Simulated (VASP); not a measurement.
Set up this calculation in VASP 6.6.1, as the native input.

* Task: single point
* Functional: PBE
* Dispersion: D3(BJ)
* Potentials or basis: VASP PAW PBE potentials, release 64 (Mg_sv, O)
* Cutoff: 840 eV
* k mesh: 10 × 10 × 10
* Occupations: gaussian, width 0.02 eV
* Spin: no spin polarisation
* Dipole correction: no
* Further INCAR settings: ALGO = Normal; EDIFF = 1e-06; NBANDS = 15

The structure of MgO lies in POSCAR:

```
MgO
1.0
    0.0000000000      2.1651408508      2.1651408508
    2.1651408508      0.0000000000      2.1651408508
    2.1651408508      2.1651408508      0.0000000000
Mg O
1 1
Direct
    0.0000000000      0.0000000000      0.0000000000
    0.5000000000      0.5000000000      0.5000000000
```

The input as run:

INCAR

```
SYSTEM = MgO
ALGO = Normal
EDIFF = 1E-6
ENCUT = 840
GGA = PE
GGA_COMPAT = .False.
ISIF = 2
ISMEAR = 0
IVDW = 12
LASPH = .True.
LCHARG = .True.
LELF = .True.
LREAL = .False.
LVHAR = .True.
LWAVE = .False.
NBANDS = 15
NELM = 120
PREC = Accurate
SIGMA = 0.02
```

KPOINTS

```
k-points
0
Gamma
  10 10 10
  0 0 0
```

Potentials or basis: VASP PAW PBE potentials, release 64 (Mg_sv, O).

Run with:

```console
$ cat potpaw_PBE.64/Mg_sv/POTCAR potpaw_PBE.64/O/POTCAR > POTCAR
$ mpirun -np 1 vasp_std > vasp.out
```

Results of the run:

```
Pressure                   : -11.5 GPa
Band gap on the k mesh     : 3.98 eV
Dispersion energy per atom : -0.269 eV
```

Caveat: the cell stands under tension.

It took 22 s on 1 thread of Intel(R) Xeon(R) Platinum 8375C CPU @ 2.90GHz (Ice Lake), with other jobs on the host, peak memory 0.19 GiB.
